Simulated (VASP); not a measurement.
Write the native input for VASP 6.6.1 that does the following.

```
Task                   : single point
Functional             : PBE
Potentials or basis    : VASP PAW PBE potentials, release 64 (Rb_sv, Na_pv, O)
Cutoff                 : 520 eV
k mesh                 : 6 × 8 × 6
Occupations            : gaussian, width 0.02 eV
Spin                   : no spin polarisation
Dipole correction      : no
Further INCAR settings : ALGO = Normal; EDIFF = 1e-07; NBANDS = 32
```

The structure of Rb3NaO2 lies in POSCAR:

```
Rb3NaO2
1.0
    6.2157607843      0.0000000000      0.0123797716
    0.0000000000      4.1708883838      0.0000000000
   -0.9340374589      0.0000000000      6.2118962236
Rb Na O
3 1 2
Direct
    0.4187566261      0.5000000000      0.5054921666
    0.6045818751      0.0000000000      0.0632953855
    0.9754063145      0.0000000000      0.6904527737
    0.0417173198      0.5000000000      0.1294020921
    0.1802497881      0.0000000000      0.2719200980
    0.7537898762      0.5000000000      0.8417340341
```

The cell was generated, and may not be a known phase.

One way to write it, as run:

INCAR

```
PREC = Accurate
ENCUT = 520
EDIFF = 1E-7
ISMEAR = 0
SIGMA = 0.02
LREAL = False
LASPH = True
NELM = 60
ALGO = Normal
ISIF = 2
LWAVE = False
LCHARG = False
GGA = PE
NBANDS = 32
```

KPOINTS

```
Automatic mesh
0
Gamma
  6 8 6
```

Potentials or basis: VASP PAW PBE potentials, release 64 (Rb_sv, Na_pv, O).

Launch:

```sh
$ cat potpaw_PBE.64/Rb_sv/POTCAR potpaw_PBE.64/Na_pv/POTCAR potpaw_PBE.64/O/POTCAR > POTCAR
$ mpirun -np 1 vasp_std > vasp.out
```

Results of the run:

```yaml
Pressure: 0.1 GPa
Largest_force: 0.021 eV/Å
Band_gap_on_the_k_mesh: 0.60 eV (least direct gap 0.75 eV)
```

Caveat: semilocal functionals underestimate gaps, and a narrow one can read as zero.

Run time: 14 min on 1 thread of Intel Xeon 8259CL (shared host), peak memory 0.55 GiB.
